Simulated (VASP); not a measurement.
# SnSe2 (P-3m1) in VASP: a series of runs, part 2 of 3

VASP 6.6.1.

## 3. Single point, PBE+D3(BJ)

This run uses another cell than the first one, of 29.78 Å³/atom.

File INCAR:

```
SYSTEM = SnSe2
ALGO = Normal ; EDIFF = 1E-6
ENCUT = 500 ; GGA = PE
GGA_COMPAT = .False. ; ISIF = 2
ISMEAR = 0 ; IVDW = 12
LASPH = .True. ; LCHARG = .True.
LELF = .True. ; LREAL = .False.
LVHAR = .True. ; LWAVE = .False.
NBANDS = 20 ; NELM = 120
PREC = Accurate ; SIGMA = 0.03
```

File KPOINTS:

```
k-points
0
Gamma
  12 12 6
  0 0 0
```

File POSCAR:

```
SnSe2
1.0
    3.9360000000      0.0000000000      0.0000000000
   -1.9680000000      3.4086759893      0.0000000000
    0.0000000000      0.0000000000      6.6590000000
Sn Se
1 2
Direct
    0.0000000000      0.0000000000      0.0000000000
    0.3333333333      0.6666666667      0.2651331237
    0.6666666667      0.3333333333      0.7348668763
```

Potentials or basis: VASP PAW PBE potentials, release 64 (Sn_d, Se).

The run is started by

```sh
cat potpaw_PBE.64/Sn_d/POTCAR potpaw_PBE.64/Se/POTCAR > POTCAR
mpirun -np 1 vasp_std > vasp.out
```

OUTCAR:

```text
SYSTEM = SnSe2
   EDIFF = 1E-6
   ENCUT = 500
   GGA = PE
   ISIF = 2
   ISMEAR = 0
   IVDW = 12
   LASPH = .True.
   LREAL = .False.
   NELM = 120
   PREC = Accurate
 IVDW          = 12

 ion  position               nearest neighbor table
   1  0.000  0.000  0.000-   2 2.88   3 2.88   3 2.88   2 2.88   3 2.88   2 2.88
   2  0.333  0.667  0.265-   1 2.88   1 2.88   1 2.88
   3  0.667  0.333  0.735-   1 2.88   1 2.88   1 2.88

  LATTYP: Found a hexagonal cell.
 ALAT       =     3.9360000000
 C/A-ratio  =     1.6918191057

  Lattice vectors:

 A1 = (   3.9360000000,   0.0000000000,   0.0000000000)
 A2 = (  -1.9680000000,   3.4086759893,   0.0000000000)
 A3 = (   0.0000000000,   0.0000000000,   6.6590000000)

Analysis of symmetry for initial positions (statically):
=====================================================================
 Subroutine PRICEL returns:
 Original cell was already a primitive cell.

 Routine SETGRP: Setting up the symmetry group for a
 hexagonal supercell.

 Subroutine GETGRP returns: Found 12 space group operations
 (whereof 12 operations were pure point group operations)
 out of a pool of 24 trial point group operations.

The static configuration has the point symmetry D_3d.

Analysis of symmetry for dynamics (positions and initial velocities):
=====================================================================
 Subroutine PRICEL returns:
 Original cell was already a primitive cell.

 Routine SETGRP: Setting up the symmetry group for a
 hexagonal supercell.

 Subroutine GETGRP returns: Found 12 space group operations
 (whereof 12 operations were pure point group operations)
 out of a pool of 24 trial point group operations.

The dynamic configuration has the point symmetry D_3d.

 Subroutine INISYM returns: Found 12 space group operations
 (whereof 12 operations are pure point group operations),
 and found     1 'primitive' translations

----------------------------------------------------------------------------------------

[... 113 lines left out ...]
     AMIX     =   0.40;   BMIX     =  1.00
     AMIX_MAG =   1.60;   BMIX_MAG =  1.00
  volume/ion in A,a.u.               =      29.78       200.97
  Fermi-wavevector in a.u.,A,eV,Ry     =   1.084882  2.050131 16.013647  1.176970
  Thomas-Fermi vector in A             =   2.220983
   LORBIT       =      0    0 simple, 1 ext, 2 COOP (PROOUT), +10 PAW based schemes
   GGA     = PE    functional components
   LHFCALC =     F    Hartree Fock is set to
   AEXX    =    0.0000 exact exchange contribution
   IVDW    =    12    specifies the selected vdW correction
   LEPSILON=     F    determine dielectric tensor
   LRPA    =     F    only Hartree local field effects (RPA)
 non-spin polarized calculation
 Gauss-broadening in eV      SIGMA  =   0.03
  energy-cutoff  :      500.00
  volume of cell :       89.34
 maximum number of plane-waves:      2295
 NGX is ok and might be reduce to    30
   NGX = 15   NGY = 15   NGZ = 25

 number of electron      26.0000015 magnetization

 Free energy of the ion-electron system (eV)
  ---------------------------------------------------
  ext. energy  EPLUGINS =         0.00000000
  ---------------------------------------------------
  free energy    TOTEN  =       -11.58397024 eV

  energy without entropy =      -11.58391991  energy(sigma->0) =      -11.58394507

 E-fermi :   2.9433     XC(G=0):  -8.8866

 val. band max:        2.8973914247   @ k =   0.0833   0.0000   0.1667
 cond. band min:       2.9755546750   @ k =   0.5000   0.0000   0.5000
 fundamental gap:      0.0781632503
 Fermi energy:         2.9433477110

 k-point     1 :       0.0000    0.0000    0.0000
  band No.  band energies     occupation
      1     -18.3984      2.00000
      2     -18.3984      2.00000
      3     -18.3610      2.00000
      4     -18.3556      2.00000
      5     -18.3556      2.00000
      6     -10.0939      2.00000
[... 541 lines left out ...]
     19      10.6457      0.00000
     20      11.4647      0.00000

 [... further k-points ...]

------------------------ aborting loop because EDIFF is reached ----------------------------------------

 Edisp (eV)   -0.93129

 E8    (eV) :    -0.4078

  FORCE on cell =-STRESS in cart. coord.  units (eV):
  Direction    XX          YY          ZZ          XY          YZ          ZX
  --------------------------------------------------------------------------------------
  -------------------------------------------------------------------------------------
  Total      -3.01819    -3.01819    -5.66213    -0.00000    -0.00000     0.00000
  in kB     -54.12611   -54.12611  -101.54074    -0.00000    -0.00000     0.00000
  external pressure =      -69.93 kB  Pullay stress =        0.00 kB

 VOLUME and BASIS-vectors are now :
 -----------------------------------------------------------------------------
  energy-cutoff  :      500.00
  volume of cell :       89.34
      direct lattice vectors                 reciprocal lattice vectors
     3.936000000  0.000000000  0.000000000     0.254065041  0.146684520  0.000000000
    -1.968000000  3.408675989  0.000000000     0.000000000  0.293369039  0.000000000
     0.000000000  0.000000000  6.659000000     0.000000000  0.000000000  0.150172699

 POSITION                                       TOTAL-FORCE (eV/Angst)
 -----------------------------------------------------------------------------------
      0.00000      0.00000      0.00000        -0.000000      0.000000     -0.000000
     -0.00000      2.27245      1.76552         0.000000     -0.000000     -1.345092
      1.96800      1.13623      4.89348        -0.000000      0.000000      1.345092
 -----------------------------------------------------------------------------------
    total drift:                                0.000000     -0.000000      0.000000

  FREE ENERGIE OF THE ION-ELECTRON SYSTEM (eV)
  ---------------------------------------------------
  free  energy   TOTEN  =       -12.5152588550 eV

  energy  without entropy=      -12.5152085224  energy(sigma->0) =      -12.51523369
```

OSZICAR:

```text
N       E                     dE             d eps       ncg     rms          rms(c)
DAV:   1     0.196533579624E+03    0.19653E+03   -0.11724E+04  4052   0.136E+03
DAV:   2     0.109806931540E+02   -0.18555E+03   -0.17880E+03  4324   0.357E+02
DAV:   3    -0.110251163674E+02   -0.22006E+02   -0.21506E+02  4860   0.110E+02
DAV:   4    -0.118148720265E+02   -0.78976E+00   -0.78845E+00  4708   0.221E+01
DAV:   5    -0.118349991484E+02   -0.20127E-01   -0.20125E-01  5608   0.372E+00    0.395E+00
DAV:   6    -0.115899004313E+02    0.24510E+00   -0.69654E-01  5512   0.690E+00    0.247E+00
DAV:   7    -0.115831340557E+02    0.67664E-02   -0.10342E-01  4544   0.174E+00    0.101E+00
DAV:   8    -0.115834323158E+02   -0.29826E-03   -0.11112E-02  4680   0.739E-01    0.212E-01
DAV:   9    -0.115839171292E+02   -0.48481E-03   -0.18911E-03  4792   0.284E-01    0.655E-02
DAV:  10    -0.115839546989E+02   -0.37570E-04   -0.21480E-04  4700   0.967E-02    0.249E-02
DAV:  11    -0.115839662530E+02   -0.11554E-04   -0.32420E-05  4960   0.394E-02    0.116E-02
DAV:  12    -0.115839694255E+02   -0.31725E-05   -0.43576E-06  4496   0.118E-02    0.339E-03
DAV:  13    -0.115839702379E+02   -0.81240E-06   -0.39927E-07  3368   0.438E-03
   1 F= -.12515259E+02 E0= -.12515234E+02  d E =-.503327E-04
```

stdout:

```text
POSCAR found type information on POSCAR SnSe
 POSCAR found :  2 types and       3 ions
 scaLAPACK will be used
 LDA part: xc-table for (Slater+PW92), standard interpolation
 POSCAR, INCAR and KPOINTS ok, starting setup
 FFT: planning ... GRIDC
 FFT: planning ... GRID_SOFT
 FFT: planning ... GRID
 WAVECAR not read
 entering main loop
```

Run time: 3.6 min. Hardware: 1 thread of Intel Xeon 8259CL, shared host; peak memory 0.32 GiB.

What came out:

| Quantity | Value |
| --- | --- |
| Free energy | -12.5153 eV |
| Pressure | -7.0 GPa |
| Largest force | 1.345 eV/Å |
| Band gap on the k mesh | 0.08 eV (least direct gap 0.54 eV) |
| Dispersion energy per atom | -0.310 eV |

Forces in eV/Å, atoms in the order of the input:
```
Sn   0.000  0.000  0.000
Se   0.000  0.000 -1.345
Se   0.000  0.000  1.345
```

Caveat: the cell stands under tension; spin-orbit coupling is left out, which moves the levels of the heavy elements; forces of over 1 eV/Å act on the atoms, so gaps and moduli don't describe the material at rest. A k mesh can miss the band edges.

## 4. Single point, PBE+D3(BJ)

This run uses another cell than the first one, of 29.73 Å³/atom.

File INCAR:

```
SYSTEM = SnSe2
ALGO = Normal ; EDIFF = 1E-6
ENCUT = 500 ; GGA = PE
GGA_COMPAT = .False. ; ISIF = 2
ISMEAR = 0 ; IVDW = 12
LASPH = .True. ; LCHARG = .False.
LREAL = .False. ; LWAVE = .False.
NBANDS = 20 ; NELM = 120
PREC = Accurate ; SIGMA = 0.03
```

KPOINTS is that of step 3.

File POSCAR:

```
SnSe2
1.0
    4.0320000000      0.0000000000      0.0000000000
   -2.0160000000      3.4918144280      0.0000000000
    0.0000000000      0.0000000000      6.3344000000
Sn Se
1 2
Direct
    0.0000000000      0.0000000000      0.0000000000
    0.3333333333      0.6666666667      0.2651331237
    0.6666666667      0.3333333333      0.7348668763
```

The run is started by

```sh
cat potpaw_PBE.64/Sn_d/POTCAR potpaw_PBE.64/Se/POTCAR > POTCAR
mpirun -np 1 vasp_std > vasp.out
```

It took 4.3 min on 1 thread of Intel Xeon 8259CL, shared host; peak memory 0.32 GiB.

The run converged. Its results:

| Item | Value |
| --- | --- |
| Free energy | -12.5892 eV |
| Pressure | -6.9 GPa |
| Largest force | 0.916 eV/Å |
| Band gap on the k mesh | 0.20 eV (least direct gap 0.41 eV) |
| Dispersion energy per atom | -0.311 eV |

Forces in eV/Å, atoms in the order of the input:
```
Sn   0.000  0.000  0.000
Se   0.000  0.000 -0.916
Se   0.000  0.000  0.916
```

Stress tensor (GPa, compression positive):
```
-6.84  0.00  0.00
 0.00 -6.84  0.00
 0.00  0.00 -7.15
```

Levels at points of the mesh, in eV from the valence-band top:
```tsv
k point	band 10	band 11	band 12	band 13	band 14	band 15	band 16	band 17
(0.00, 0.00, 0.00)	-0.56	-0.43	-0.43	-0.20	0.20	2.86	4.18	4.18
(0.50, 0.00, 0.00)	-2.63	-2.13	-1.32	-0.30	0.87	3.34	4.57	5.24
(0.00, 0.00, 0.50)	-0.70	-0.70	-0.22	-0.22	1.77	2.56	3.90	3.90
(0.50, 0.00, 0.50)	-1.89	-1.76	-0.86	-0.77	0.37	3.78	4.42	5.29
```

Caveat: the cell stands under tension; spin-orbit coupling is left out, which moves the levels of the heavy elements. A k mesh can miss the band edges.

(Part 2 of 3 ends here.)
